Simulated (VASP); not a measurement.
# BeTe: single point with PBE-based screened hybrid with 25 % exact exchange

BeTe:

```
Be Te
1.0
     0.00000    2.68031    2.68031
     2.68031    0.00000    2.68031
     2.68031    2.68031    0.00000
Be Te
1 1
Direct
  0.50000 0.50000 0.50000
  0.00000 0.00000 0.00000
```

```
Program             : VASP 6.6.1
Task                : single point
Functional          : PBE-based screened hybrid with 25 % exact exchange
Potentials or basis : VASP PAW PBE potentials, release 64 (Be, Te)
Cutoff              : 520 eV
k mesh              : 5 × 5 × 5
Occupations         : fermi-dirac, width 0.05 eV
Spin                : no spin polarisation
```

| Quantity | Value |
| --- | --- |
| Pressure | -1.2 GPa |
| Band gap on the k mesh | zero (bands 4 and 5 overlap by 0.50 eV) |

Levels at points of the mesh, in eV from the Fermi level:
```csv
k point,band 1,band 2,band 3,band 4,band 5,band 6,band 7,band 8
"(0.00, 0.00, 0.00)",-14.98,-0.53,-0.53,-0.53,3.75,7.47,7.47,7.47
```

Wall time 7.1 min on 1 thread of AMD EPYC 7R43 64-Core Processor (Zen 3), on a shared host, peak memory 0.24 GiB.

Caveat: the k points lie up to 0.41 Å⁻¹ apart, too coarse for converged energies and pressures of a metal; the PAW data sets were made with another functional, which shifts forces and pressure a little; spin-orbit coupling is left out, which moves the levels of the heavy elements.
